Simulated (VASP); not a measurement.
# AlN (P1) in VASP: notebook

Aim: see how the results for AlN move with the level of theory and the settings. Levels: LDA, RPBE. Tasks: single point.

Everything below comes from runs of VASP 6.6.1. Logs are shortened: lines on timing, memory, paths and dates and some standing lists are left out, and cuts for length are marked.

## Step 1: The cell of the first run

The typed cell holds 2 atoms: a = 3.089 Å, b = 3.089 Å, c = 3.089 Å, α = 60.00°, β = 60.00°, γ = 60.00°.

## Step 2: Single point, LDA (atom 1 (Al) moved by (-0.300, -0.150) A along x and y)

Input file INCAR:

```
SYSTEM = AlN
PREC     = Accurate       ! precision mode
ENCUT    = 600            ! plane-wave cutoff, eV
EDIFF    = 1E-6           ! SCF threshold, eV
ISMEAR   = 0              ! smearing method
SIGMA    = 0.05           ! smearing width, eV
LREAL    = .False.        ! projectors in reciprocal space
LASPH    = .True.         ! aspherical terms in the spheres
NELM     = 120            ! most SCF steps
ALGO     = Normal         ! electronic algorithm
ISIF     = 2              ! what is computed and relaxed
LWAVE    = .False.        ! write WAVECAR
LCHARG   = .True.         ! write CHGCAR
LELF     = .True.         ! ELF
LVHAR    = .True.       
NBANDS   = 11             ! bands
GGA_COMPAT= .False.
```

Input file KPOINTS:

```
Automatic mesh
0
Gamma
  10 10 10
  0 0 0
```

Input file POSCAR:

```
AlN
1.0
    0.0000000000      2.1839935596      2.1839935596
    2.1839935596      0.0000000000      2.1839935596
    2.1839935596      2.1839935596      0.0000000000
Al N
1 1
Direct
    0.0343407606     -0.0343407606     -0.1030222818
    0.7500000000      0.7500000000      0.7500000000
```

Potentials or basis: VASP PAW LDA potentials, release 64 (Al, N).

Launch:

```sh
> cat potpaw_LDA.64/Al/POTCAR potpaw_LDA.64/N/POTCAR > POTCAR
> mpirun -np 1 vasp_std > vasp.out
```

OUTCAR:

```text
SYSTEM = AlN
   PREC = Accurate
   ENCUT = 600
   EDIFF = 1E-6
   ISMEAR = 0
   LREAL = .False.
   LASPH = .True.
   NELM = 120
   ISIF = 2

 ion  position               nearest neighbor table
   1  0.034  0.966  0.897-   2 1.65   2 1.83   2 2.00   2 2.16
   2  0.750  0.750  0.750-   1 1.65   1 1.83   1 2.00   1 2.16

  LATTYP: Found a face centered cubic cell.
 ALAT       =     4.3679871192

  Lattice vectors:

 A1 = (   0.0000000000,   2.1839935596,   2.1839935596)
 A2 = (   2.1839935596,   0.0000000000,   2.1839935596)
 A3 = (   2.1839935596,   2.1839935596,   0.0000000000)

Analysis of symmetry for initial positions (statically):
=====================================================================
 Subroutine PRICEL returns:
 Original cell was already a primitive cell.

 Routine SETGRP: Setting up the symmetry group for a
 face centered cubic supercell.

 Subroutine GETGRP returns: Found  1 space group operations
 (whereof  1 operations were pure point group operations)
 out of a pool of 48 trial point group operations.

The static configuration has the point symmetry C_1 .

Analysis of symmetry for dynamics (positions and initial velocities):
=====================================================================
 Subroutine PRICEL returns:
 Original cell was already a primitive cell.

 Routine SETGRP: Setting up the symmetry group for a
 face centered cubic supercell.

 Subroutine GETGRP returns: Found  1 space group operations
 (whereof  1 operations were pure point group operations)
 out of a pool of 48 trial point group operations.

The dynamic configuration has the point symmetry C_1 .

 Subroutine INISYM returns: Found  1 space group operations
 (whereof  1 operations are pure point group operations),
 and found     1 'primitive' translations

----------------------------------------------------------------------------------------

                                     Primitive cell

  volume of cell :      20.8345

  direct lattice vectors                    reciprocal lattice vectors
     0.000000000  2.183993560  2.183993560    -0.228938404  0.228938404  0.228938404
     2.183993560  0.000000000  2.183993560     0.228938404 -0.228938404  0.228938404
     2.183993560  2.183993560  0.000000000     0.228938404  0.228938404 -0.228938404

  length of vectors
     3.088633312  3.088633312  3.088633312     0.396532948  0.396532948  0.396532948

  position of ions in fractional coordinates (direct lattice)
     0.034340761  0.965659239  0.896977718
     0.750000000  0.750000000  0.750000000

  ion indices of the primitive-cell ions
   primitive index   ion index
                 1           1
                 2           2

----------------------------------------------------------------------------------------

 KPOINTS: Automatic mesh

Automatic generation of k-mesh.
 Grid dimensions read from file:
 generate k-points for:   10   10   10

 Generating k-lattice:

  Cartesian coordinates                     Fractional coordinates (reciprocal lattice)
    -0.022893840  0.022893840  0.022893840     0.100000000  0.000000000  0.000000000
     0.022893840 -0.022893840  0.022893840     0.000000000  0.100000000  0.000000000
     0.022893840  0.022893840 -0.022893840     0.000000000  0.000000000  0.100000000

  Length of vectors
     0.039653295  0.039653295  0.039653295

  Shift w.r.t. Gamma in fractional coordinates (k-lattice)
     0.000000000  0.000000000  0.000000000

 Subroutine IBZKPT returns following result:
 ===========================================

 Found    504 irreducible k-points:

 Following reciprocal coordinates:
            Coordinates               Weight
  0.000000  0.000000  0.000000      1.000000
  0.100000  0.000000  0.000000      2.000000
  0.000000  0.100000  0.000000      2.000000
  0.000000  0.000000  0.100000      2.000000
  0.100000  0.100000  0.100000      2.000000
  0.200000  0.000000  0.000000      2.000000
[... 16 lines left out ...]
  0.000000  0.100000  0.100000      2.000000
  0.100000  0.000000  0.100000      2.000000
 [... further k-points ...]
   k-points           NKPTS =    504   k-points in BZ     NKDIM =    504   number of bands    NBANDS=     11
   number of dos      NEDOS =    301   number of ions     NIONS =      2
   total plane-waves  NPLWV =  21952
   dimension x,y,z NGX =    28 NGY =   28 NGZ =   28
   dimension x,y,z NGXF=    56 NGYF=   56 NGZF=   56
   ions per type =               1   1
   NGX,Y,Z   is equivalent  to a cutoff of  15.07, 15.07, 15.07 a.u.
   NGXF,Y,Z  is equivalent  to a cutoff of  30.14, 30.14, 30.14 a.u.
 SYSTEM =  AlN
   PREC   = accura    normal or accurate (medium, high low for compatibility)
   ISTART =      0    job   : 0-new  1-cont  2-samecut
   ICHARG =      2    charge: 1-file 2-atom 10-const
   ISPIN  =      1    spin polarized calculation?
   LNONCOLLINEAR =      F non collinear calculations
   LSORBIT =      F    spin-orbit coupling
   LASPH  =      T    aspherical Exc in radial PAW
   ENCUT  =  600.0 eV  44.10 Ry    6.64 a.u.   6.17  6.17  6.17*2*pi/ulx,y,z
   NELM   =    120;   NELMIN=  2; NELMDL= -5     # of ELM steps
   EDIFF  = 0.1E-05   stopping-criterion for ELM
   LREAL  =      F    real-space projection
   EDIFFG = 0.1E-04   stopping-criterion for IOM
   NSW    =      0    number of steps for IOM
   IBRION =     -1    ionic relax: 0-MD 1-quasi-New 2-CG
   NFREE  =      0    steps in history (QN), initial steepest desc. (CG)
   ISIF   =      2    stress and relaxation
   ISYM   =      2    0-nonsym 1-usesym 2-fastsym
   POTIM  = 0.5000    time-step for ionic-motion
   TEBEG  =    0.0;   TEEND  =   0.0 temperature during run
   PSTRESS=    0.0 pullay stress
   NELECT =       8.0000    total number of electrons
   NUPDOWN=      -1.0000    fix difference up-down
   EMIN   =  10.00;   EMAX   =-10.00  energy-range for DOS
   EFERMI =   0.00;   METHOD = LEGACY
   ISMEAR =     0;   SIGMA  =   0.05  broadening in eV -4-tet -1-fermi 0-gaus
   EFERMI_NEDOS =   21; number of points for ismear=-14 and -15
   IALGO  =     38    algorithm
   IMIX   =      4    mixing-type and parameters
     AMIX     =   0.40;   BMIX     =  1.00
     AMIX_MAG =   1.60;   BMIX_MAG =  1.00
  volume/ion in A,a.u.               =      10.42        70.30
  Fermi-wavevector in a.u.,A,eV,Ry     =   1.189899  2.248583 19.263943  1.415860
  Thomas-Fermi vector in A             =   2.325996
   LORBIT       =      0    0 simple, 1 ext, 2 COOP (PROOUT), +10 PAW based schemes
   GGA     = CA    functional components
   LHFCALC =     F    Hartree Fock is set to
   AEXX    =    0.0000 exact exchange contribution
   IVDW    =     0    specifies the selected vdW correction
   LEPSILON=     F    determine dielectric tensor
   LRPA    =     F    only Hartree local field effects (RPA)
 non-spin polarized calculation
 Gauss-broadening in eV      SIGMA  =   0.05
  energy-cutoff  :      600.00
  volume of cell :       20.83
 maximum number of plane-waves:       725
 NGX is ok and might be reduce to    28
   NGX = 13   NGY = 13   NGZ = 13

 number of electron       8.0000000 magnetization

 Free energy of the ion-electron system (eV)
  ---------------------------------------------------
  ext. energy  EPLUGINS =         0.00000000
  ---------------------------------------------------
  free energy    TOTEN  =       -15.52442046 eV

  energy without entropy =      -15.52442046  energy(sigma->0) =      -15.52442046

 E-fermi :   6.6730     XC(G=0): -11.2510

 val. band max:        6.4122006637   @ k =   0.0000   0.0000   0.0000
 cond. band min:       8.8313673017   @ k =   0.5000   0.5000   0.0000
 fundamental gap:      2.4191666380
 Fermi energy:         6.6729509270

 k-point     1 :       0.0000    0.0000    0.0000
  band No.  band energies     occupation
      1      -9.1478      2.00000
      2       4.8177      2.00000
      3       5.7101      2.00000
      4       6.4122      2.00000
      5       9.6828      0.00000
      6      17.9726      0.00000
      7      18.0676      0.00000
      8      18.2605      0.00000
      9      22.8291      0.00000
     10      22.9142      0.00000
     11      23.6323      0.00000

 k-point     2 :       0.1000    0.0000    0.0000
  band No.  band energies     occupation
      1      -8.9980      2.00000
      2       4.3634      2.00000
      3       5.4081      2.00000
      4       6.3251      2.00000
      5      10.2743      0.00000
      6      17.1577      0.00000
      7      18.0913      0.00000
      8      18.9330      0.00000
      9      21.6400      0.00000
     10      22.0409      0.00000
     11      23.9908      0.00000

 k-point     3 :       0.0000    0.1000    0.0000
  band No.  band energies     occupation
      1      -9.0004      2.00000
      2       4.6515      2.00000
      3       5.1104      2.00000
      4       6.2478      2.00000
      5      10.3619      0.00000
      6      17.1703      0.00000
      7      18.1935      0.00000
      8      18.7173      0.00000
      9      21.9841      0.00000
     10      22.0901      0.00000
     11      23.4528      0.00000

 k-point     4 :       0.0000    0.0000    0.1000
  band No.  band energies     occupation
      1      -9.0023      2.00000
      2       4.7256      2.00000
      3       5.3788      2.00000
      4       5.8037      2.00000
      5      10.4634      0.00000
      6      17.4098      0.00000
      7      18.0435      0.00000
      8      18.4827      0.00000
      9      22.1900      0.00000
     10      22.2442      0.00000
     11      23.1856      0.00000
[... 239 lines left out ...]
 k-point    22 :       0.1000    0.1000    0.0000
  band No.  band energies     occupation
      1      -8.9498      2.00000
      2       4.3327      2.00000
      3       5.4976      2.00000
      4       5.9547      2.00000
      5      10.4976      0.00000
      6      16.9180      0.00000
      7      18.2104      0.00000
      8      18.9949      0.00000
      9      20.2116      0.00000
     10      23.3210      0.00000
     11      24.7841      0.00000

 k-point    23 :       0.0000    0.1000    0.1000
  band No.  band energies     occupation
      1      -8.9505      2.00000
      2       4.5362      2.00000
      3       5.0633      2.00000
      4       6.1187      2.00000
      5      10.5561      0.00000
      6      17.3130      0.00000
      7      18.3103      0.00000
      8      18.5146      0.00000
      9      20.3273      0.00000
     10      23.3181      0.00000
     11      24.2042      0.00000

 k-point    24 :       0.1000    0.0000    0.1000
  band No.  band energies     occupation
      1      -8.9499      2.00000
      2       4.3638      2.00000
      3       5.3988      2.00000
      4       6.0064      2.00000
      5      10.5119      0.00000
      6      16.9766      0.00000
      7      18.2544      0.00000
      8      18.8986      0.00000
      9      20.2273      0.00000
     10      23.3480      0.00000
     11      24.6434      0.00000

 [... further k-points ...]
[... 5 lines left out ...]
  --------------------------------------------------------------------------------------
  -------------------------------------------------------------------------------------
  Total        0.0480236      1.7385231      2.6228489      1.6080826      3.2797192      1.8695335
  in kB        3.6930160    133.6924855    201.6971666    123.6616084    252.2105176    143.7671918
  external PRESSURE =     113.0275560 kB  Pullay stress =       0.0000000 kB

 VOLUME and BASIS-vectors are now :
 -----------------------------------------------------------------------------
  energy-cutoff  :      600.00
  volume of cell :       20.83
      direct lattice vectors                 reciprocal lattice vectors
     0.000000000  2.183993560  2.183993560    -0.228938404  0.228938404  0.228938404
     2.183993560  0.000000000  2.183993560     0.228938404 -0.228938404  0.228938404
     2.183993560  2.183993560  0.000000000     0.228938404  0.228938404 -0.228938404

 POSITION                                       TOTAL-FORCE (eV/Angst)
 -----------------------------------------------------------------------------------
      4.06799      2.03399      2.18399         4.385238      2.991383      2.967257
      3.27599      3.27599      3.27599        -4.385238     -2.991383     -2.967257
 -----------------------------------------------------------------------------------
    total drift:                               -0.000296     -0.000169     -0.000183

  FREE ENERGIE OF THE ION-ELECTRON SYSTEM (eV)
  ---------------------------------------------------
  free  energy   TOTEN  =       -15.5244204608 eV

  energy  without entropy=      -15.5244204608  energy(sigma->0) =      -15.52442046
```

Wall time 2.7 min (1 thread of AMD EPYC 7R13 (Zen 3), shared host); peak memory 0.22 GiB.

Results:

```
Free energy            : -15.5244 eV
Pressure               : 11.3 GPa
Largest force          : 6.081 eV/Å
Band gap on the k mesh : 2.42 eV (least direct gap 3.27 eV)
```

Forces in eV/Å, atoms in the order of the input:
```
Al   4.385  2.991  2.967
N   -4.385 -2.991 -2.967
```

Caveat: the cell differs from its parent crystal (atom 1 (Al) moved by (-0.300, -0.150) A along x and y); the cell stands under pressure; forces of over 1 eV/Å act on the atoms, so gaps and moduli don't describe the material at rest.

## Step 3: Single point, RPBE

Input file INCAR:

```
ALGO     = Normal         # electronic algorithm
EDIFF    = 1E-6           # SCF threshold, eV
ENCUT    = 600            # plane-wave cutoff, eV
GGA      = RP             # functional
GGA_COMPAT= False        
ISIF     = 2              # what is computed and relaxed
ISMEAR   = 0              # smearing method
LASPH    = True           # aspherical terms in the spheres
LCHARG   = False          # write CHGCAR
LREAL    = False          # projectors in reciprocal space
LWAVE    = False          # write WAVECAR
NBANDS   = 11             # bands
NELM     = 120            # most SCF steps
PREC     = Accurate       # precision mode
SIGMA    = 0.05           # smearing width, eV
```

Input file KPOINTS:

```
k-points
0
Gamma
  10 10 10
```

POSCAR is that of step 2.

Potentials or basis: VASP PAW PBE potentials, release 64 (Al, N).

Launch:

```sh
> cat potpaw_PBE.64/Al/POTCAR potpaw_PBE.64/N/POTCAR > POTCAR
> mpirun -np 1 vasp_std > vasp.out
```

Run time: 3 min. Hardware: 1 thread of AMD EPYC 7R13 (Zen 3), shared host; peak memory 0.23 GiB.

It converged, with:

- Free energy: -13.2457 eV
- Pressure: 22.3 GPa
- Largest force: 6.222 eV/Å
- Band gap on the k mesh: 2.56 eV (least direct gap 3.27 eV)

Forces in eV/Å, atoms in the order of the input:
```
Al   4.483  3.057  3.045
N   -4.483 -3.057 -3.045
```

Stress tensor (GPa, compression positive):
```
10.83 12.56 15.39
12.56 24.46 27.27
15.39 27.27 31.52
```

Levels at points of the mesh, in eV from the valence-band top:
```csv
k point,band 1,band 2,band 3,band 4,band 5,band 6,band 7,band 8
"(0.00, 0.00, 0.00)",-15.77,-1.60,-0.71,0.00,3.27,11.89,11.97,12.17
"(0.50, 0.00, 0.00)",-13.75,-6.66,-1.53,-0.61,6.27,8.79,10.20,11.32
"(0.00, 0.50, 0.00)",-13.79,-6.43,-1.92,-0.68,6.40,9.01,10.37,10.98
"(0.00, 0.00, 0.50)",-13.83,-6.20,-1.97,-1.12,6.75,9.16,10.18,10.77
"(0.50, 0.50, 0.50)",-13.72,-6.80,-1.17,-0.60,6.27,8.63,10.45,11.02
"(0.50, 0.50, 0.00)",-13.15,-5.65,-2.43,-2.27,2.56,7.39,12.69,15.33
"(0.00, 0.50, 0.50)",-13.16,-5.58,-3.04,-2.04,2.72,7.94,12.76,15.02
"(0.50, 0.00, 0.50)",-13.16,-5.64,-2.62,-2.16,2.59,7.51,12.71,15.23
```

Caveat: the cell stands under pressure; the PAW data sets were made with another functional, which shifts forces and pressure a little.
